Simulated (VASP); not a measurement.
Crystal: PdS3.

```
CELL_PARAMETERS angstrom
4.22890 0.00000 0.00000
0.00000 4.22890 0.00000
0.00000 0.00000 4.22890
ATOMIC_POSITIONS crystal
Pd 0.00000 0.00000 0.00000
S 0.00000 0.50000 0.50000
S 0.50000 0.00000 0.50000
S 0.50000 0.50000 0.00000
```

- Program: VASP 6.6.1
- Task: relaxation of cell and atoms
- Functional: PBE
- Potentials or basis: VASP PAW PBE potentials, release 64 (Pd, S)
- Cutoff: 600 eV
- k mesh: 4 × 4 × 4
- Occupations: gaussian, width 0.1 eV
- Spin: no spin polarisation

At the start: pressure -9.8 GPa; volume 18.91 Å³/atom.

Q: How do energy, volume and symmetry change on relaxing?

A: Over 3 steps the energy falls by 98.2 meV/atom and the volume is 16.13 Å³/atom (-14.7 %); space group Pm-3m (No. 221, to 0.05 Å).

The path:
| step | energy change (eV) | largest force (eV/Å) | pressure (GPa) | volume (Å³) |
| --- | --- | --- | --- | --- |
| 1 | 0.0000 | 0.0000 | -9.82 | 75.63 |
| 2 | -0.3894 | 0.0000 | 1.25 | 63.65 |
| 3 | -0.3929 | 0.0000 | 0.04 | 64.51 |

Final structure:
```
Pd S
1.0
     4.01056    0.00000    0.00000
     0.00000    4.01056    0.00000
     0.00000    0.00000    4.01056
Pd S
1 3
Direct
  0.00000 0.00000 0.00000
  0.00000 0.50000 0.50000
  0.50000 0.00000 0.50000
  0.50000 0.50000 0.00000
```

Caveat: the k points lie up to 0.39 Å⁻¹ apart in the final cell.
